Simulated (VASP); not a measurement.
A run of VASP 6.6.1 is set up as follows.

The input INCAR:

```
SYSTEM = Cd
PREC     = Accurate       ! precision mode
ENCUT    = 520            ! plane-wave cutoff, eV
EDIFF    = 1E-7           ! SCF threshold, eV
ISMEAR   = -1             ! smearing method
SIGMA    = 0.1            ! smearing width, eV
LREAL    = .FALSE.        ! projectors in reciprocal space
LASPH    = .TRUE.         ! aspherical terms in the spheres
NELM     = 60             ! most SCF steps
ALGO     = Normal         ! electronic algorithm
ISIF     = 2              ! what is computed and relaxed
LWAVE    = .FALSE.        ! write WAVECAR
LCHARG   = .FALSE.        ! write CHGCAR
GGA      = PS             ! functional
NBANDS   = 19             ! bands
```

The input KPOINTS:

```
Automatic mesh
0
G
  14 14 14
  0 0 0
```

POSCAR

```
Cd
1.0
    0.0000000000      2.3319687459      2.3319687459
    2.3319687459      0.0000000000      2.3319687459
    2.3319687459      2.3319687459      0.0000000000
Cd
2
Direct
   -0.1250000000     -0.1250000000     -0.1250000000
    0.1250000000      0.1250000000      0.1250000000
```

Potentials or basis: VASP PAW PBE potentials, release 64 (Cd).

The run is started by

```sh
$ cat potpaw_PBE.64/Cd/POTCAR > POTCAR
$ mpirun -np 1 vasp_std > vasp.out
```

(1) Estimate the pressure.

(2) Estimate the band gap on the k mesh.

## Answers

(1) 328.1 GPa.

(2) zero (band 12 reaches 19.43 eV, above the bottom of band 13 at 5.84 eV).

Caveat: the PAW data sets were made with another functional, which shifts forces and pressure a little.
